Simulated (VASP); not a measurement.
# Co (P6_3/mmc) in VASP: further runs, part 2 of 2

VASP 6.6.1.

### Step 3. Single point, PBE, collinear spin, ferromagnetic start

INCAR

```
SYSTEM = Co
PREC = Accurate
ENCUT = 520
EDIFF = 1E-6
ISMEAR = -1
SIGMA = 0.1
LREAL = .FALSE.
LASPH = .TRUE.
NELM = 150
ALGO = Normal
ISIF = 2
LWAVE = .FALSE.
LCHARG = .TRUE.
ISPIN = 2
MAGMOM = 3 3
LORBIT = 11
LMAXMIX = 4
GGA = PE
LELF = .TRUE.
LVHAR = .TRUE.
NBANDS = 20
```

KPOINTS

```
regular mesh
0
G
  11 11 6
  0 0 0
```

POSCAR

```
Co
1.0
    2.5053999800      0.0000000000      0.0000000000
   -1.2526999900      2.1697400300      0.0000000000
    0.0000000000      0.0000000000      4.0893000000
Co
2
Direct
    0.3333333300      0.6666666700      0.2500000000
    0.6666666700      0.3333333300      0.7500000000
```

Potentials or basis: VASP PAW PBE potentials, release 64 (Co).

On the command line:

```console
$ cat potpaw_PBE.64/Co/POTCAR > POTCAR
$ mpirun -np 1 vasp_std > vasp.out
```

OUTCAR:

```text
SYSTEM = Co
   PREC = Accurate
   ENCUT = 520
   EDIFF = 1E-6
   ISMEAR = -1
   LREAL = .FALSE.
   LASPH = .TRUE.
   NELM = 150
   ISIF = 2
   ISPIN = 2
   LORBIT = 11
   GGA = PE

 ion  position               nearest neighbor table
   1  0.333  0.667  0.250-   2 2.50   2 2.50   2 2.50   2 2.50   2 2.50   2 2.50
   2  0.667  0.333  0.750-   1 2.50   1 2.50   1 2.50   1 2.50   1 2.50   1 2.50

  LATTYP: Found a hexagonal cell.
 ALAT       =     2.5053999800
 C/A-ratio  =     1.6321944730

  Lattice vectors:

 A1 = (   2.5053999800,   0.0000000000,   0.0000000000)
 A2 = (  -1.2526999900,   2.1697400300,   0.0000000000)
 A3 = (   0.0000000000,   0.0000000000,   4.0893000000)

Analysis of symmetry for initial positions (statically):
=====================================================================
 Subroutine PRICEL returns:
 Original cell was already a primitive cell.

 Routine SETGRP: Setting up the symmetry group for a
 hexagonal supercell.
[... 753 lines left out ...]
      3       8.9182      0.99996
      4       8.9997      0.99992
      5       8.9997      0.99992
      6       9.3397      0.99746
[... 541 lines left out ...]
     19      34.9536      0.00000
     20      36.2551      0.00000

 [... further k-points ...]

------------------------ aborting loop because EDIFF is reached ----------------------------------------

  FORCE on cell =-STRESS in cart. coord.  units (eV):
  Direction    XX          YY          ZZ          XY          YZ          ZX
  --------------------------------------------------------------------------------------
  -------------------------------------------------------------------------------------
  Total       -0.7140049     -0.7140049     -0.9702439     -0.0000000      0.0000000     -0.0000000
  in kB      -51.4609764    -51.4609764    -69.9290678     -0.0000000      0.0000000     -0.0000000
  external PRESSURE =     -57.6170068 kB  Pullay stress =       0.0000000 kB

 VOLUME and BASIS-vectors are now :
 -----------------------------------------------------------------------------
  energy-cutoff  :      520.00
  volume of cell :       22.23
      direct lattice vectors                 reciprocal lattice vectors
     2.505399980  0.000000000  0.000000000     0.399137865  0.230442354  0.000000000
    -1.252699990  2.169740030  0.000000000     0.000000000  0.460884708  0.000000000
     0.000000000  0.000000000  4.089300000     0.000000000  0.000000000  0.244540630

 POSITION                                       TOTAL-FORCE (eV/Angst)
 -----------------------------------------------------------------------------------
     -0.00000      1.44649      1.02232        -0.000000      0.000000      0.000000
      1.25270      0.72325      3.06697         0.000000     -0.000000      0.000000
 -----------------------------------------------------------------------------------
    total drift:                               -0.000000      0.000000     -0.000000

  FREE ENERGIE OF THE ION-ELECTRON SYSTEM (eV)
  ---------------------------------------------------
  free  energy   TOTEN  =       -14.0914893571 eV

  energy  without entropy=      -14.0304816288  energy(sigma->0) =      -14.06098549

 total charge

# of ion       s       p       d       tot
------------------------------------------
    1        0.477   0.499   7.251   8.227
    2        0.477   0.499   7.251   8.227
--------------------------------------------------
tot          0.955   0.998  14.503  16.455

 magnetization (x)

# of ion       s       p       d       tot
------------------------------------------
    1       -0.016  -0.056   1.682   1.610
    2       -0.016  -0.056   1.682   1.610
--------------------------------------------------
tot         -0.032  -0.113   3.364   3.219
```

stdout:

```text
POSCAR found type information on POSCAR Co
 POSCAR found :  1 types and       2 ions
 scaLAPACK will be used
 LDA part: xc-table for (Slater+PW92), standard interpolation
 POSCAR, INCAR and KPOINTS ok, starting setup
 FFT: planning ... GRIDC
 FFT: planning ... GRID_SOFT
 FFT: planning ... GRID
 WAVECAR not read
 entering main loop
```

It took 36 s on 1 thread of Intel Xeon Platinum 8488C (Sapphire Rapids), shared host; peak memory 0.16 GiB.

What came out:

* Free energy: -14.0915 eV
* Pressure: -5.8 GPa
* Net moment: 3.17 μB per cell
* Site moments: Co +1.61 μB
* Valence electrons inside the program's atomic spheres: Co 8.23

Caveat: the cell stands under tension.

### Step 4. Single point, PBE, collinear spin, antiferromagnetic start

INCAR

```
ALGO     = Normal         # electronic algorithm
EDIFF    = 1E-6           # SCF threshold, eV
ENCUT    = 520            # plane-wave cutoff, eV
GGA      = PE             # functional
ISIF     = 2              # what is computed and relaxed
ISMEAR   = -1             # smearing method
ISPIN    = 2              # spin polarisation
LASPH    = True           # aspherical terms in the spheres
LCHARG   = False          # write CHGCAR
LMAXMIX  = 4              # l up to which the mixer works
LORBIT   = 11             # projections on sites
LREAL    = False          # projectors in reciprocal space
LWAVE    = False          # write WAVECAR
MAGMOM   = 3 -3           # initial moments
NBANDS   = 20             # bands
NELM     = 150            # most SCF steps
PREC     = Accurate       # precision mode
SIGMA    = 0.1            # smearing width, eV
```

KPOINTS

```
k-points
0
Gamma
  11 11 6
```

POSCAR is that of step 3.

On the command line:

```console
$ cat potpaw_PBE.64/Co/POTCAR > POTCAR
$ mpirun -np 1 vasp_std > vasp.out
```

It took 50 s on 1 thread of Intel Xeon Platinum 8488C (Sapphire Rapids), shared host; peak memory 0.16 GiB.

The run converged. Its results:

```yaml
Free_energy: -13.6699 eV
Pressure: -10.8 GPa
Band_gap_on_the_k_mesh: zero (filled and empty bands overlap)
Net_moment: 0.00 μB per cell
Site_moments: Co +0.95, -0.95 μB
Valence_electrons_inside_the_program's_atomic_spheres: Co 8.23
```

Stress tensor (GPa, compression positive):
```
-10.67   0.00   0.00
  0.00 -10.67   0.00
  0.00   0.00 -10.93
```

Levels at points of the mesh, in eV from the Fermi level:
Spin up:
```
           k point  band 6  band 7  band 8  band 9  band 10  band 11  band 12  band 13
(0.00, 0.00, 0.00)   -1.27   -1.27   -1.05   -1.05    -0.18     0.25     0.25     6.50
(0.00, 0.00, 0.50)   -1.91   -1.60   -1.60   -0.50    -0.50     0.16     0.16    14.66
```
Spin down:
```
           k point  band 5  band 6  band 7  band 8  band 9  band 10  band 11  band 12  band 13  band 14
(0.00, 0.00, 0.00)   -1.83   -1.27   -1.27   -1.05   -1.05    -0.18     0.25     0.25     6.50    21.79
(0.00, 0.00, 0.50)   -2.15   -1.91   -1.60   -1.60   -0.50    -0.50     0.16     0.16    14.66    14.78
```

Caveat: the cell stands under tension; the antiferromagnetic order is the one typed at the start, and another may lie lower.

### Step 5. Single point, PBE, collinear spin, ferromagnetic start

INCAR

```
SYSTEM = Co
ALGO     = Normal         ! electronic algorithm
EDIFF    = 1E-7           ! SCF threshold, eV
ENCUT    = 520            ! plane-wave cutoff, eV
GGA      = PE             ! functional
ISIF     = 2              ! what is computed and relaxed
ISMEAR   = -1             ! smearing method
ISPIN    = 2              ! spin polarisation
LASPH    = .True.         ! aspherical terms in the spheres
LCHARG   = .False.        ! write CHGCAR
LMAXMIX  = 4              ! l up to which the mixer works
LORBIT   = 11             ! projections on sites
LREAL    = .False.        ! projectors in reciprocal space
LWAVE    = .False.        ! write WAVECAR
MAGMOM   = 1.84 1.84      ! initial moments
NBANDS   = 20             ! bands
NELM     = 150            ! most SCF steps
PREC     = Accurate       ! precision mode
SIGMA    = 0.1            ! smearing width, eV
```

KPOINTS

```
k-points
0
Gamma
  11 11 6
  0 0 0
```

POSCAR is that of step 4.

On the command line:

```console
$ cat potpaw_PBE.64/Co/POTCAR > POTCAR
$ mpirun -np 1 vasp_std > vasp.out
```

It took 44 s on 1 thread of Intel Xeon Platinum 8488C (Sapphire Rapids), shared host; peak memory 0.16 GiB.

The run converged. Its results:

```yaml
Free_energy: -14.0915 eV
Pressure: -5.7 GPa
Net_moment: 3.17 μB per cell
Site_moments: Co +1.61 μB
Valence_electrons_inside_the_program's_atomic_spheres: Co 8.23
```

Stress tensor (GPa, compression positive):
```
-5.05  0.00  0.00
 0.00 -5.05  0.00
 0.00  0.00 -6.90
```

Levels at points of the mesh, in eV from the Fermi level:
Spin up:
| k point | band 8 | band 9 | band 10 | band 11 | band 12 | band 13 | band 14 | band 15 |
| --- | --- | --- | --- | --- | --- | --- | --- | --- |
| (0.00, 0.00, 0.00) | -1.90 | -1.90 | -0.87 | -0.87 | -0.17 | 6.01 | 21.88 | 24.29 |
| (0.00, 0.00, 0.50) | -2.60 | -1.17 | -1.17 | -1.17 | -1.17 | 14.50 | 14.50 | 22.58 |
Spin down:
```
           k point  band 4  band 5  band 6  band 7  band 8  band 9  band 10  band 11
(0.00, 0.00, 0.00)   -0.94   -0.94   -0.60   -0.60   -0.26   -0.14    -0.14     1.00
(0.00, 0.00, 0.50)   -1.54   -0.99   -0.99   -0.99   -0.99    0.67     0.67     0.67
```

Caveat: the cell stands under tension.

### Step 6. Summary

| spin | gap on the mesh (eV) | pressure (GPa) | moment (μB) |
| --- | --- | --- | --- |
| off | none | -15.0 | - |
| collinear, ferromagnetic start | none | -5.7 | 3.17 |
| collinear, antiferromagnetic start | none | -10.8 | 0.00 |

Alike in all rows: task single point; level PBE; potentials or basis VASP PAW PBE potentials, release 64 (Co); cell as given; k mesh 11 × 11 × 6; cutoff (eV) 520; smearing fermi-dirac 0.1 eV.

Caveats: the cell stands under tension; the antiferromagnetic order is the one typed at the start, and another may lie lower (at least some runs).

Absolute energies hang on the potentials; compare differences alone.
